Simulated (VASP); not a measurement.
Crystal: MnO2.

```xyz
3
Lattice="0.0000 2.3129 2.3129 2.3129 0.0000 2.3129 2.3129 2.3129 0.0000" Properties=species:S:1:pos:R:3 pbc="T T T"
Mn    0.0000    0.0000    0.0000
O     1.1564    1.1564    1.1564
O     3.4693    3.4693    3.4693
```

Base run:

| Item | Value |
| --- | --- |
| Program | VASP 6.6.1 |
| Functional | LDA |
| Potentials or basis | VASP PAW LDA potentials, release 64 (Mn_pv, O) |
| Cutoff | 520 eV |
| k mesh | 7 × 7 × 7 |
| Occupations | gaussian, width 0.05 eV |
| Spin | collinear spin, ferromagnetic start |
| Starting moments | [3.0, 0.0, 0.0] μB |
| Hubbard terms | Mn d U = 4.0 eV |

Its results: band gap on the k mesh zero (filled and empty bands overlap); pressure 17.2 GPa; net moment 3.00 μB per cell; site moments Mn +3.52; O -0.28 μB.

Question: The run is repeated on the same cell with these changes: potentials or basis from VASP PAW LDA potentials, release 64 (Mn_pv, O) to VASP PAW LDA potentials, release 64 (Mn_sv, O); cutoff from 520 eV to 600 eV; valence electrons from 25 to 27. What comes out?

Answer: Band gap on the k mesh zero (filled and empty bands overlap); pressure 13.9 GPa; net moment 3.00 μB per cell; site moments Mn +3.39; O -0.26 μB.

Caveats: a cell with one magnetic atom can't hold antiferromagnetic order, which such compounds often take.
